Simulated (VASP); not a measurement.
# C: single point with r2SCAN

The system is C, a slab with vacuum.

```
CELL_PARAMETERS angstrom
2.43974 0.00000 0.00000
-1.21987 2.11288 0.00000
0.00000 0.00000 23.97198
ATOMIC_POSITIONS crystal
C 0.66667 0.33333 0.57048
C 0.33333 0.66667 0.42952
C 0.00000 0.00000 0.42953
C 0.00000 0.00000 0.57047
```

```
Program             : VASP 6.6.1
Task                : single point
Functional          : r2SCAN
Potentials or basis : VASP PAW PBE potentials, release 64 (C)
Cutoff              : 520 eV
k mesh              : 12 × 12 × 2
Occupations         : fermi-dirac, width 0.05 eV
Spin                : no spin polarisation
```

```yaml
Largest_force: 0.022 eV/Å
Band_gap_on_the_k_mesh: zero (filled and empty bands touch)
```

Forces in eV/Å, atoms in the order of the input:
```
C    0.000  0.000  0.022
C    0.000  0.000 -0.022
C    0.000  0.000 -0.009
C    0.000  0.000  0.009
```

Levels at points of the mesh, in eV from the Fermi level:
| k point | band 6 | band 7 | band 8 | band 9 | band 10 | band 11 |
| --- | --- | --- | --- | --- | --- | --- |
| (0.00, 0.00, 0.00) | -3.21 | -3.20 | -3.20 | 3.71 | 4.09 | 4.45 |
| (0.50, 0.00, 0.00) | -6.87 | -2.76 | -2.41 | 1.66 | 2.03 | 7.88 |
| (0.00, 0.00, 0.50) | -3.21 | -3.20 | -3.20 | 3.71 | 4.05 | 4.57 |
| (0.50, 0.00, 0.50) | -6.87 | -2.76 | -2.41 | 1.66 | 2.03 | 7.88 |

Run time: 6.7 min on 1 thread of Intel(R) Xeon(R) Platinum 8375C CPU @ 2.90GHz (Ice Lake), with other jobs on the host, peak memory 0.25 GiB.

Caveat: the PAW data sets were made with another functional, which shifts forces and pressure a little.
